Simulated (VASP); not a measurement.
# PbS (R-3m) in VASP: further runs

PbS is run at these levels: LDA; tasks: electric field gradients.

Program: VASP 6.6.1. These are calculated values, not measurements. Logs are shortened: lines on timing, memory, paths and dates and some standing lists are left out, and cuts for length are marked.

## Step 1: The cell of the first run

Symmetry: R-3m, No. 166, trigonal system. Conventional cell: a = 4.130 Å, b = 4.130 Å, c = 10.579 Å, α = 90.00°, β = 90.00°, γ = 120.00°. Within 3.9 Å of Pb (site symmetry -3m) lie 6 S at 2.97 Å. S (site symmetry -3m) has 6 Pb at 2.97 Å within 3.9 Å.

## Step 2: Electric field gradients, LDA (equal xy, yz and zx shear strains of +3 %)

The input, INCAR:

```
ALGO     = Normal         # electronic algorithm
EDIFF    = 1E-8           # SCF threshold, eV
ENCUT    = 520            # plane-wave cutoff, eV
ISIF     = 2              # what is computed and relaxed
ISMEAR   = -1             # smearing method
LASPH    = T              # aspherical terms in the spheres
LCHARG   = F              # write CHGCAR
LEFG     = T            
LREAL    = F              # projectors in reciprocal space
LWAVE    = F              # write WAVECAR
NBANDS   = 17             # bands
NELM     = 60             # most SCF steps
PREC     = Accurate       # precision mode
SIGMA    = 0.01           # smearing width, eV
```

The input, KPOINTS:

```
k-points
0
Gamma
  8 8 8
```

The input, POSCAR:

```
PbS
1.0
    0.0889500000      3.0094750000      3.0094750000
    3.0094750000      0.0889500000      3.0094750000
    3.0094750000      3.0094750000      0.0889500000
Pb S
1 1
Direct
    0.0000000000      0.0000000000      0.0000000000
    0.5000000000      0.5000000000      0.5000000000
```

Potentials or basis: VASP PAW LDA potentials, release 64 (Pb_d, S).

The run is started by

```bash
> cat potpaw_LDA.64/Pb_d/POTCAR potpaw_LDA.64/S/POTCAR > POTCAR
> mpirun -np 1 vasp_std > vasp.out
```

OUTCAR:

```text
EDIFF = 1E-8
   ENCUT = 520
   ISIF = 2
   ISMEAR = -1
   LASPH = T
   LREAL = F
   NELM = 60
   PREC = Accurate

 ion  position               nearest neighbor table
   1  0.000  0.000  0.000-   2 2.97   2 2.97   2 2.97   2 2.97   2 2.97   2 2.97
   2  0.500  0.500  0.500-   1 2.97   1 2.97   1 2.97   1 2.97   1 2.97   1 2.97

  LATTYP: Found a trigonal (rhomboedric) cell.
 ALAT       =     4.2569697736
 COS(alpha) =     0.5293254421

  Lattice vectors:

 A1 = (   0.0889500000,   3.0094750000,   3.0094750000)
 A2 = (   3.0094750000,   0.0889500000,   3.0094750000)
 A3 = (   3.0094750000,   3.0094750000,   0.0889500000)

Analysis of symmetry for initial positions (statically):
=====================================================================
 Subroutine PRICEL returns:
 Original cell was already a primitive cell.

 Routine SETGRP: Setting up the symmetry group for a
 trigonal (rhombohedral) supercell.

 Subroutine GETGRP returns: Found 12 space group operations
 (whereof 12 operations were pure point group operations)
 out of a pool of 12 trial point group operations.

The static configuration has the point symmetry D_3d.

Analysis of symmetry for dynamics (positions and initial velocities):
=====================================================================
 Subroutine PRICEL returns:
 Original cell was already a primitive cell.

 Routine SETGRP: Setting up the symmetry group for a
 trigonal (rhombohedral) supercell.

 Subroutine GETGRP returns: Found 12 space group operations
 (whereof 12 operations were pure point group operations)
 out of a pool of 12 trial point group operations.

The dynamic configuration has the point symmetry D_3d.

 Subroutine INISYM returns: Found 12 space group operations
 (whereof 12 operations are pure point group operations),
 and found     1 'primitive' translations

----------------------------------------------------------------------------------------

                                     Primitive cell

  volume of cell :      52.0971

  direct lattice vectors                    reciprocal lattice vectors
     0.088950000  3.009475000  3.009475000    -0.173695330  0.168708861  0.168708861
     3.009475000  0.088950000  3.009475000     0.168708861 -0.173695330  0.168708861
     3.009475000  3.009475000  0.088950000     0.168708861  0.168708861 -0.173695330

  length of vectors
     4.256969774  4.256969774  4.256969774     0.295119344  0.295119344  0.295119344

  position of ions in fractional coordinates (direct lattice)
     0.000000000  0.000000000  0.000000000
     0.500000000  0.500000000  0.500000000

  ion indices of the primitive-cell ions
   primitive index   ion index
                 1           1
                 2           2

----------------------------------------------------------------------------------------

 KPOINTS: k-points

Automatic generation of k-mesh.
 Grid dimensions read from file:
 generate k-points for:    8    8    8

 Generating k-lattice:

  Cartesian coordinates                     Fractional coordinates (reciprocal lattice)
    -0.021711916  0.021088608  0.021088608     0.125000000  0.000000000 -0.000000000
     0.021088608 -0.021711916  0.021088608     0.000000000  0.125000000 -0.000000000
     0.021088608  0.021088608 -0.021711916     0.000000000  0.000000000  0.125000000

  Length of vectors
     0.036889918  0.036889918  0.036889918

  Shift w.r.t. Gamma in fractional coordinates (k-lattice)
     0.000000000  0.000000000  0.000000000

 Subroutine IBZKPT returns following result:
 ===========================================

 Found     65 irreducible k-points:

 Following reciprocal coordinates:
            Coordinates               Weight
  0.000000  0.000000  0.000000      1.000000
  0.125000  0.000000 -0.000000      6.000000
  0.250000  0.000000 -0.000000      6.000000
  0.375000  0.000000  0.000000      6.000000
  0.500000  0.000000 -0.000000      3.000000
  0.125000  0.125000  0.000000      6.000000
[... 16 lines left out ...]
  0.250000  0.125000  0.125000      6.000000
  0.375000  0.125000  0.125000      6.000000
 [... further k-points ...]
   k-points           NKPTS =     65   k-points in BZ     NKDIM =     65   number of bands    NBANDS=     17
   number of dos      NEDOS =    301   number of ions     NIONS =      2
   total plane-waves  NPLWV =  32768
   dimension x,y,z NGX =    32 NGY =   32 NGZ =   32
   dimension x,y,z NGXF=    64 NGYF=   64 NGZF=   64
   ions per type =               1   1
   NGX,Y,Z   is equivalent  to a cutoff of  12.50, 12.50, 12.50 a.u.
   NGXF,Y,Z  is equivalent  to a cutoff of  24.99, 24.99, 24.99 a.u.
 SYSTEM =  unknown system
   PREC   = accura    normal or accurate (medium, high low for compatibility)
   ISTART =      0    job   : 0-new  1-cont  2-samecut
   ICHARG =      2    charge: 1-file 2-atom 10-const
   ISPIN  =      1    spin polarized calculation?
   LNONCOLLINEAR =      F non collinear calculations
   LSORBIT =      F    spin-orbit coupling
   LASPH  =      T    aspherical Exc in radial PAW
   ENCUT  =  520.0 eV  38.22 Ry    6.18 a.u.   7.92  7.92  7.92*2*pi/ulx,y,z
   NELM   =     60;   NELMIN=  2; NELMDL= -5     # of ELM steps
   EDIFF  = 0.1E-07   stopping-criterion for ELM
   LREAL  =      F    real-space projection
   EDIFFG = 0.1E-06   stopping-criterion for IOM
   NSW    =      0    number of steps for IOM
   IBRION =     -1    ionic relax: 0-MD 1-quasi-New 2-CG
   NFREE  =      0    steps in history (QN), initial steepest desc. (CG)
   ISIF   =      2    stress and relaxation
   ISYM   =      2    0-nonsym 1-usesym 2-fastsym
   POTIM  = 0.5000    time-step for ionic-motion
   TEBEG  =    0.0;   TEEND  =   0.0 temperature during run
   PSTRESS=    0.0 pullay stress
   NELECT =      20.0000    total number of electrons
   NUPDOWN=      -1.0000    fix difference up-down
   EMIN   =  10.00;   EMAX   =-10.00  energy-range for DOS
   EFERMI =   0.00;   METHOD = LEGACY
   ISMEAR =    -1;   SIGMA  =   0.01  broadening in eV -4-tet -1-fermi 0-gaus
   EFERMI_NEDOS =   21; number of points for ismear=-14 and -15
   IALGO  =     38    algorithm
   IMIX   =      4    mixing-type and parameters
     AMIX     =   0.40;   BMIX     =  1.00
     AMIX_MAG =   1.60;   BMIX_MAG =  1.00
  volume/ion in A,a.u.               =      26.05       175.78
  Fermi-wavevector in a.u.,A,eV,Ry     =   1.189817  2.248428 19.261291  1.415665
  Thomas-Fermi vector in A             =   2.325916
   LORBIT       =      0    0 simple, 1 ext, 2 COOP (PROOUT), +10 PAW based schemes
   GGA     = CA    functional components
   LHFCALC =     F    Hartree Fock is set to
   AEXX    =    0.0000 exact exchange contribution
   IVDW    =     0    specifies the selected vdW correction
   LEPSILON=     F    determine dielectric tensor
   LRPA    =     F    only Hartree local field effects (RPA)
 non-spin polarized calculation
  energy-cutoff  :      520.00
  volume of cell :       52.10
 maximum number of plane-waves:      1438
   NGX = 15   NGY = 15   NGZ = 15

 number of electron      19.9999996 magnetization

 Free energy of the ion-electron system (eV)
  ---------------------------------------------------
  ext. energy  EPLUGINS =         0.00000000
  ---------------------------------------------------
  free energy    TOTEN  =        -9.97411678 eV

  energy without entropy =       -9.97404211  energy(sigma->0) =       -9.97407945

 E-fermi :   5.7012     XC(G=0): -10.0374

 val. band max:        5.5508040928   @ k =   0.5000   0.0000  -0.0000
 cond. band min:       5.7081555186   @ k =   0.5000   0.0000  -0.0000
 fundamental gap:      0.1573514258
 Fermi energy:         5.7012203439

 k-point     1 :       0.0000    0.0000    0.0000
  band No.  band energies     occupation
      1     -11.1771      2.00000
      2     -11.1771      2.00000
      3     -11.1676      2.00000
      4     -11.1537      2.00000
      5     -11.1537      2.00000
      6      -7.9660      2.00000
[... 9 lines left out ...]
     16      12.4593      0.00000
     17      14.0849      0.00000
[... 441 lines left out ...]
 k-point    24 :       0.3750    0.1250    0.1250
  band No.  band energies     occupation
      1     -11.1943      2.00000
      2     -11.1738      2.00000
      3     -11.1624      2.00000
      4     -11.1474      2.00000
      5     -11.1320      2.00000
      6      -7.1778      2.00000
[... 9 lines left out ...]
     16      14.7800      0.00000
     17      16.6347      0.00000

 [... further k-points ...]

------------------------ aborting loop because EDIFF is reached ----------------------------------------

  FORCE on cell =-STRESS in cart. coord.  units (eV):
  Direction    XX          YY          ZZ          XY          YZ          ZX
  --------------------------------------------------------------------------------------
  -------------------------------------------------------------------------------------
  Total       -0.8305135     -0.8305135     -0.8305135     -0.2050732     -0.2050732     -0.2050732
  in kB      -25.5413300    -25.5413300    -25.5413300     -6.3067512     -6.3067512     -6.3067512
  external PRESSURE =     -25.5413300 kB  Pullay stress =       0.0000000 kB

 VOLUME and BASIS-vectors are now :
 -----------------------------------------------------------------------------
  energy-cutoff  :      520.00
  volume of cell :       52.10
      direct lattice vectors                 reciprocal lattice vectors
     0.088950000  3.009475000  3.009475000    -0.173695330  0.168708861  0.168708861
     3.009475000  0.088950000  3.009475000     0.168708861 -0.173695330  0.168708861
     3.009475000  3.009475000  0.088950000     0.168708861  0.168708861 -0.173695330

 POSITION                                       TOTAL-FORCE (eV/Angst)
 -----------------------------------------------------------------------------------
      0.00000      0.00000      0.00000        -0.000000      0.000000     -0.000000
      3.05395      3.05395      3.05395         0.000000     -0.000000      0.000000
 -----------------------------------------------------------------------------------
    total drift:                                0.000000     -0.000000     -0.000000

  FREE ENERGIE OF THE ION-ELECTRON SYSTEM (eV)
  ---------------------------------------------------
  free  energy   TOTEN  =        -9.9741167837 eV

  energy  without entropy=       -9.9740421083  energy(sigma->0) =       -9.97407945

 Electric field gradients (V/A^2)
---------------------------------------------------------------------
 ion       V_xx      V_yy      V_zz      V_xy      V_xz      V_yz
---------------------------------------------------------------------
   1      -0.000     0.000    -0.000    -2.064    -2.064    -2.064
   2       0.000     0.000     0.000     5.107     5.107     5.107
---------------------------------------------------------------------

 Electric field gradients after diagonalization (V/A^2)
 (convention: |V_zz| > |V_xx| > |V_yy|)
----------------------------------------------------------------------
 ion       V_xx      V_yy      V_zz     asymmetry (V_yy - V_xx)/ V_zz
----------------------------------------------------------------------
   1       2.064     2.064    -4.129       0.000
   2      -5.107    -5.107    10.214       0.000
----------------------------------------------------------------------

           NMR quadrupolar parameters

 Cq : quadrupolar parameter    Cq=e*Q*V_zz/h
 eta: asymmetry parameters     (V_yy - V_xx)/ V_zz
 Q  : nuclear electric quadrupole moment in mb (millibarn)
----------------------------------------------------------------------
 ion       Cq(MHz)       eta       Q (mb)
----------------------------------------------------------------------
   1      -0.010       0.000       1.000
   2       0.025       0.000       1.000
----------------------------------------------------------------------
```

It took 42 s on 1 thread of Intel Xeon 8259CL, shared host; peak memory 0.19 GiB.

What came out:

```
Free energy                             : -9.9741 eV
Pressure                                : -2.6 GPa
Band gap on the k mesh                  : zero (bands 10 and 11 overlap by 0.08 eV)
Largest electric field gradient by atom : Pb -4.1; S +10.2 V/Å²
```

Levels at points of the mesh, in eV from the Fermi level:
```tsv
k point	band 6	band 7	band 8	band 9	band 10	band 11	band 12	band 13	band 14	band 15
(0.00, 0.00, 0.00)	-13.67	-6.19	-2.49	-2.14	-2.14	4.99	4.99	5.00	6.19	6.76
(0.50, 0.00, 0.00)	-12.35	-8.97	-1.95	-1.82	-0.15	0.01	1.60	1.76	8.39	9.43
(0.50, 0.50, 0.00)	-11.94	-7.37	-5.35	-3.70	-3.41	3.65	5.15	5.45	5.69	11.04
(0.50, 0.50, 0.50)	-12.43	-9.19	-1.73	-1.73	0.08	0.35	2.01	2.01	8.37	9.86
```

Electric field gradients, principal values (V/Å²):
```csv
atom,least,middle,greatest (by size)
1 Pb,2.064,2.064,-4.129
2 S,-5.107,-5.107,10.214
```

Caveat: the cell differs from its parent crystal (equal xy, yz and zx shear strains of +3 %); semilocal functionals underestimate gaps, so a narrow gap can read as zero; without QUAD_EFG the Cq values of the log hold for a quadrupole moment of 1 mb, not for the nuclei; spin-orbit coupling is left out, which moves the levels of the heavy elements.

(Part 1 of 2 ends here.)
